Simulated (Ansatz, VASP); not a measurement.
**Re in VASP and in Ansatz**

```
CELL_PARAMETERS angstrom
0.00000 2.26955 1.50335
2.26955 0.00000 1.50335
2.26955 2.26955 0.00000
ATOMIC_POSITIONS crystal
Re 0.00000 0.00000 0.00000
```

Alike in both runs: task single point; functional PBE; k mesh 10 × 10 × 10; occupations gaussian, width 0.15 eV; no spin polarisation.

|  | VASP | Ansatz |
| --- | --- | --- |
| version | VASP 6.6.1 | Ansatz 0.2.0 |
| potentials or method | VASP PAW PBE potentials, release 64 (Re), cutoff 520 eV | scalar-relativistic, plane waves, PAW |
| valence electrons in the cell | 7 | 15 |

Ansatz gave:

```
gap on the k mesh at the Fermi level (eV)                     : none
pressure (GPa)                                                : -8.5
traceless stress, the component that is largest in VASP (GPa) : 0.12
```

What did VASP give for the same quantities?

gap on the k mesh at the Fermi level (eV): none; pressure (GPa): -9.1; traceless stress, the component that is largest in VASP (GPa): -0.16.

A gap of «none» marks a metal or a gap that the smearing closes. With one functional, cell and mesh, what is left measures potentials, basis and numerics. VASP's potentials hold 7 valence electrons a cell and Ansatz's 15, so a difference there can come from the potentials and not from the codes.

Neither program's run includes spin-orbit coupling.
